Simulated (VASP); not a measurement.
# Hf3Ta2O (P6/mmm) in VASP: notebook

Hf3Ta2O is run at these levels: PBE; tasks: single point.

Everything below comes from runs of VASP 6.6.1. Logs are shortened: lines on timing, memory, paths and dates and some standing lists are left out, and cuts for length are marked.

### 1 The cell of the first run

The structure is hexagonal, space group P6/mmm (No. 191). Conventional cell: a = 5.892 Å, b = 5.892 Å, c = 4.540 Å, α = 90.00°, β = 90.00°, γ = 120.00°. Within 3.8 Å of Hf (site symmetry mmm) lie 4 Ta at 2.84 Å and 4 Hf at 2.95 Å and 4 O at 3.72 Å. Within 3.7 Å of Ta (site symmetry -6m2) lie 6 Hf at 2.84 Å and 3 Ta at 3.40 Å and 3 O at 3.40 Å. O (site symmetry 6/mmm) has 6 Ta at 3.40 Å and 12 Hf at 3.72 Å and 2 O at 4.54 Å within 4.6 Å.

The cell was generated, and may not be a known phase.

### 2 Single point, PBE

INCAR

```
SYSTEM = Hf3Ta2O
  PREC = Accurate
  ENCUT = 520
  EDIFF = 1E-7
  ISMEAR = 0
  SIGMA = 0.1
  LREAL = .FALSE.
  LASPH = .TRUE.
  NELM = 80
  ALGO = Normal
  ISIF = 2
  LWAVE = .FALSE.
  LCHARG = .FALSE.
  GGA = PE
  NBANDS = 38
```

KPOINTS

```
regular mesh
0
G
  6 6 6
  0 0 0
```

POSCAR

```
Hf3Ta2O
1.0
    5.8924580677      0.0000000000      0.0000000000
   -2.9462290339      5.1030183774      0.0000000000
    0.0000000000      0.0000000000      4.5399103467
Hf Ta O
3 2 1
Direct
    0.5000000000      0.0000000000      0.5000000000
    0.5000000000      0.5000000000      0.5000000000
    0.0000000000      0.5000000000      0.5000000000
    0.3333333333      0.6666666667      0.0000000000
    0.6666666667      0.3333333333      0.0000000000
    0.0000000000      0.0000000000      0.0000000000
```

Potentials or basis: VASP PAW PBE potentials, release 64 (Hf_pv, Ta_pv, O).

Run with:

```bash
> cat potpaw_PBE.64/Hf_pv/POTCAR potpaw_PBE.64/Ta_pv/POTCAR potpaw_PBE.64/O/POTCAR > POTCAR
> mpirun -np 1 vasp_std > vasp.out
```

OUTCAR:

```text
SYSTEM = Hf3Ta2O
   PREC = Accurate
   ENCUT = 520
   EDIFF = 1E-7
   ISMEAR = 0
   LREAL = .FALSE.
   LASPH = .TRUE.
   NELM = 80
   ISIF = 2
   GGA = PE

 ion  position               nearest neighbor table
   1  0.500  0.000  0.500-   4 2.84   5 2.84   4 2.84   5 2.84   3 2.95   3 2.95   2 2.95   2 2.95

   2  0.500  0.500  0.500-   4 2.84   5 2.84   4 2.84   5 2.84   3 2.95   3 2.95   1 2.95   1 2.95

   3  0.000  0.500  0.500-   4 2.84   5 2.84   4 2.84   5 2.84   2 2.95   2 2.95   1 2.95   1 2.95

   4  0.333  0.667  0.000-   3 2.84   3 2.84   1 2.84   1 2.84   2 2.84   2 2.84   5 3.40   5 3.40
                             5 3.40
   5  0.667  0.333  0.000-   3 2.84   3 2.84   1 2.84   1 2.84   2 2.84   2 2.84   4 3.40   4 3.40
                             4 3.40
   6  0.000  0.000  0.000-

  LATTYP: Found a hexagonal cell.
 ALAT       =     5.8924580677
 C/A-ratio  =     0.7704612056

  Lattice vectors:

 A1 = (   5.8924580677,   0.0000000000,   0.0000000000)
 A2 = (  -2.9462290339,   5.1030183774,   0.0000000000)
 A3 = (   0.0000000000,   0.0000000000,   4.5399103467)

Analysis of symmetry for initial positions (statically):
=====================================================================
 Subroutine PRICEL returns:
 Original cell was already a primitive cell.

 Routine SETGRP: Setting up the symmetry group for a
 hexagonal supercell.

 Subroutine GETGRP returns: Found 24 space group operations
 (whereof 24 operations were pure point group operations)
 out of a pool of 24 trial point group operations.

The static configuration has the point symmetry D_6h.

Analysis of symmetry for dynamics (positions and initial velocities):
=====================================================================
 Subroutine PRICEL returns:
 Original cell was already a primitive cell.

 Routine SETGRP: Setting up the symmetry group for a
 hexagonal supercell.

 Subroutine GETGRP returns: Found 24 space group operations
 (whereof 24 operations were pure point group operations)
 out of a pool of 24 trial point group operations.

The dynamic configuration has the point symmetry D_6h.

 Subroutine INISYM returns: Found 24 space group operations
 (whereof 24 operations are pure point group operations),
 and found     1 'primitive' translations

----------------------------------------------------------------------------------------

[... 101 lines left out ...]
   LREAL  =      F    real-space projection
   EDIFFG = 0.1E-05   stopping-criterion for IOM
   NSW    =      0    number of steps for IOM
   IBRION =     -1    ionic relax: 0-MD 1-quasi-New 2-CG
   NFREE  =      0    steps in history (QN), initial steepest desc. (CG)
   ISIF   =      2    stress and relaxation
   ISYM   =      2    0-nonsym 1-usesym 2-fastsym
   POTIM  = 0.5000    time-step for ionic-motion
   TEBEG  =    0.0;   TEEND  =   0.0 temperature during run
   PSTRESS=    0.0 pullay stress
   NELECT =      58.0000    total number of electrons
   NUPDOWN=      -1.0000    fix difference up-down
   EMIN   =  10.00;   EMAX   =-10.00  energy-range for DOS
   EFERMI =   0.00;   METHOD = LEGACY
   ISMEAR =     0;   SIGMA  =   0.10  broadening in eV -4-tet -1-fermi 0-gaus
   EFERMI_NEDOS =   21; number of points for ismear=-14 and -15
   IALGO  =     38    algorithm
   IMIX   =      4    mixing-type and parameters
     AMIX     =   0.40;   BMIX     =  1.00
     AMIX_MAG =   1.60;   BMIX_MAG =  1.00
  volume/ion in A,a.u.               =      22.75       153.54
  Fermi-wavevector in a.u.,A,eV,Ry     =   1.230724  2.325730 20.608480  1.514681
  Thomas-Fermi vector in A             =   2.365561
   LORBIT       =      0    0 simple, 1 ext, 2 COOP (PROOUT), +10 PAW based schemes
   GGA     = PE    functional components
   LHFCALC =     F    Hartree Fock is set to
   AEXX    =    0.0000 exact exchange contribution
   IVDW    =     0    specifies the selected vdW correction
   LEPSILON=     F    determine dielectric tensor
   LRPA    =     F    only Hartree local field effects (RPA)
 non-spin polarized calculation
 Gauss-broadening in eV      SIGMA  =   0.10
  energy-cutoff  :      520.00
  volume of cell :      136.51
 maximum number of plane-waves:      3696
 NGX is ok and might be reduce to    48
   NGX = 21   NGY = 21   NGZ = 17

 number of electron      57.9999997 magnetization

 Free energy of the ion-electron system (eV)
  ---------------------------------------------------
  ext. energy  EPLUGINS =         0.00000000
  ---------------------------------------------------
  free energy    TOTEN  =       -51.01515409 eV

  energy without entropy =      -50.97852154  energy(sigma->0) =      -50.99683781

 E-fermi :   2.8626     XC(G=0): -10.4705

 val. band max:        2.8463860153   @ k =   0.3333   0.0000   0.1667
 cond. band min:       2.8764937917   @ k =   0.5000   0.0000   0.5000
 fundamental gap:      0.0301077764
 Fermi energy:         2.8625591620

 k-point     1 :       0.0000    0.0000    0.0000
  band No.  band energies     occupation
      1     -31.1809      2.00000
      2     -31.1809      2.00000
      3     -31.1658      2.00000
      4     -31.0941      2.00000
      5     -31.0941      2.00000
      6     -31.0463      2.00000
[... 973 lines left out ...]
     37       5.0257      0.00000
     38       5.6726      0.00000

 [... further k-points ...]

------------------------ aborting loop because EDIFF is reached ----------------------------------------

  FORCE on cell =-STRESS in cart. coord.  units (eV):
  Direction    XX          YY          ZZ          XY          YZ          ZX
  --------------------------------------------------------------------------------------
  -------------------------------------------------------------------------------------
  Total       -0.1918363     -0.1918363     -0.2446391      0.0000000     -0.0000000      0.0000000
  in kB       -2.2514919     -2.2514919     -2.8712135      0.0000000     -0.0000000      0.0000000
  external PRESSURE =      -2.4580658 kB  Pullay stress =       0.0000000 kB

 VOLUME and BASIS-vectors are now :
 -----------------------------------------------------------------------------
  energy-cutoff  :      520.00
  volume of cell :      136.51
      direct lattice vectors                 reciprocal lattice vectors
     5.892458068  0.000000000  0.000000000     0.169708463  0.097981227  0.000000000
    -2.946229034  5.103018377  0.000000000     0.000000000  0.195962453  0.000000000
     0.000000000  0.000000000  4.539910347     0.000000000  0.000000000  0.220268667

 POSITION                                       TOTAL-FORCE (eV/Angst)
 -----------------------------------------------------------------------------------
      2.94623      0.00000      2.26996         0.000000      0.000000      0.000000
      1.47311      2.55151      2.26996         0.000000      0.000000      0.000000
     -1.47311      2.55151      2.26996         0.000000      0.000000      0.000000
     -0.00000      3.40201      0.00000        -0.000000     -0.000000      0.000000
      2.94623      1.70101      0.00000         0.000000      0.000000      0.000000
      0.00000      0.00000      0.00000         0.000000      0.000000      0.000000
 -----------------------------------------------------------------------------------
    total drift:                               -0.000000      0.000000     -0.000000

  FREE ENERGIE OF THE ION-ELECTRON SYSTEM (eV)
  ---------------------------------------------------
  free  energy   TOTEN  =       -51.0151540856 eV

  energy  without entropy=      -50.9785215397  energy(sigma->0) =      -50.99683781
```

stdout:

```text
POSCAR found type information on POSCAR HfTaO
 POSCAR found :  3 types and       6 ions
 scaLAPACK will be used
 LDA part: xc-table for (Slater+PW92), standard interpolation
 POSCAR, INCAR and KPOINTS ok, starting setup
 FFT: planning ... GRIDC
 FFT: planning ... GRID_SOFT
 FFT: planning ... GRID
 WAVECAR not read
 entering main loop
```

Wall time 3.3 min (1 thread of Intel Xeon Platinum 8259CL at 2.50GHz (Skylake/Cascade Lake), shared host); peak memory 0.35 GiB.

Results:

- Free energy: -51.0152 eV
- Pressure: -0.2 GPa
- Band gap on the k mesh: zero (bands 29 and 30 overlap by 1.11 eV)

Caveat: spin-orbit coupling is left out, which moves the levels of the heavy elements.

### 3 Single point, PBE

This run uses another cell than the first one, of 15.57 Å³/atom.

INCAR

```
PREC = Accurate
ENCUT = 520
EDIFF = 1E-6
ISMEAR = 0
SIGMA = 0.1
LREAL = F
LASPH = T
NELM = 100
ALGO = Normal
ISIF = 2
LWAVE = F
LCHARG = T
GGA = PE
LELF = T
LVHAR = T
NBANDS = 38
```

KPOINTS

```
regular mesh
0
Gamma
  6 6 6
```

POSCAR

```
Hf3Ta2O
1.0
    5.6306672200      0.0000000000      0.0000000000
   -2.8153336100      4.8763008500      0.0000000000
    0.0000000000      0.0000000000      3.4013468000
Hf Ta O
3 2 1
Direct
    0.5000000000      0.0000000000      0.5000000000
    0.5000000000      0.5000000000      0.5000000000
    0.0000000000      0.5000000000      0.5000000000
    0.3333333300      0.6666666700      0.0000000000
    0.6666666700      0.3333333300      0.0000000000
    0.0000000000      0.0000000000      0.0000000000
```

Potentials or basis: VASP PAW PBE potentials, release 64 (Hf_pv, Ta_pv, O).

Run with:

```bash
> cat potpaw_PBE.64/Hf_pv/POTCAR potpaw_PBE.64/Ta_pv/POTCAR potpaw_PBE.64/O/POTCAR > POTCAR
> mpirun -np 1 vasp_std > vasp.out
```

It took 2.2 min on 1 thread of Intel Xeon Platinum 8259CL at 2.50GHz (Skylake/Cascade Lake), shared host; peak memory 0.26 GiB.

Results (log left out):

```
Free energy            : -39.8821 eV
Pressure               : 86.9 GPa
Band gap on the k mesh : zero (bands 29 and 30 overlap by 1.88 eV)
```

Stress tensor (GPa, compression positive):
```
 69.55   0.00   0.00
  0.00  69.55   0.00
  0.00   0.00 121.67
```

Levels at points of the mesh, in eV from the Fermi level:
```tsv
k point	band 26	band 27	band 28	band 29	band 30	band 31	band 32	band 33
(0.00, 0.00, 0.00)	-1.47	-1.40	-0.77	-0.04	1.27	1.27	2.03	2.03
(0.50, 0.00, 0.00)	-2.06	-1.18	-1.11	-0.90	-0.75	0.05	1.36	1.94
(0.00, 0.00, 0.50)	-0.43	0.91	0.91	1.13	1.40	1.40	1.47	1.47
(0.50, 0.00, 0.50)	-0.74	-0.69	-0.67	-0.36	0.21	0.32	0.65	1.77
```

Caveat: the stress differs along the axes, from 70 to 122 GPa; spin-orbit coupling is left out, which moves the levels of the heavy elements.

The gap in the log of VASP goes by the Fermi energy; the results here count the filled bands.